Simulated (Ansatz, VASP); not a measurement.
# SrCl2 in VASP and in Ansatz

The input INCAR:

```
SYSTEM = SrCl2
PREC = Accurate ; ENCUT = 520
EDIFF = 1E-7 ; ISMEAR = 0
SIGMA = 0.05 ; LREAL = .FALSE.
LASPH = .TRUE. ; NELM = 80
ALGO = Normal ; ISIF = 2
LWAVE = .FALSE. ; LCHARG = .FALSE.
GGA = PE ; NBANDS = 19
```

File KPOINTS:

```
regular mesh
0
G
  6 6 6
  0 0 0
```

File POSCAR:

```
SrCl2
1.0
    0.0000000000      3.5029275000      3.4855000000
    3.4855000000      0.0000000000      3.4855000000
    3.4855000000      3.5029275000      0.0000000000
Sr Cl
1 2
Direct
    0.0000000000      0.0000000000      0.0000000000
    0.2500000000      0.2500000000      0.2500000000
    0.7500000000      0.7500000000      0.7500000000
```

Input for Ansatz:

```yaml
crystal:
  lattice:
    - [0.0, 3.5029275, 3.4855]
    - [3.4855, 0.0, 3.4855]
    - [3.4855, 3.5029275, 0.0]
  atoms:
    - { symbol: Sr, position: [0.0, 0.0, 0.0] }
    - { symbol: Cl, position: [0.25, 0.25, 0.25] }
    - { symbol: Cl, position: [0.75, 0.75, 0.75] }
basis:
  ecutwfc: 420
kpoints:
  mp_grid: { grid: [6, 6, 6] }
hamiltonian:
  xc: pbe
scf:
  occupations: { method: gaussian, width: 0.05 }
output:
  forces: true
  stress: true
  eigenvalues: true
```

Change from the starting cell: strain +0.0050 x Voigt [0, 1, 0, 0, 0, 0], atoms carried along.

Alike in both runs: task single point; functional PBE; k mesh 6 × 6 × 6; occupations gaussian, width 0.05 eV; no spin polarisation.

|  | VASP | Ansatz |
| --- | --- | --- |
| version | VASP 6.6.1 | Ansatz 0.2.0 |
| potentials or method | VASP PAW PBE potentials, release 64 (Sr_sv, Cl), cutoff 520 eV | scalar-relativistic, plane waves, PAW |
| valence electrons in the cell | 24 | 24 |

|  | VASP | Ansatz | Ansatz less VASP |
| --- | --- | --- | --- |
| gap on the k mesh at the Fermi level (eV) | 5.32 | 5.32 | +0.005 |
| least direct gap on the mesh (eV) | 5.50 | 5.50 | +0.003 |
| pressure (GPa) | 1.0 | 0.9 | -0.09 |
| traceless stress, the component that is largest in VASP (GPa) | -0.17 | -0.17 | -0.001 |

The functional is the same, so the differences come from potentials, cutoffs and numerics.
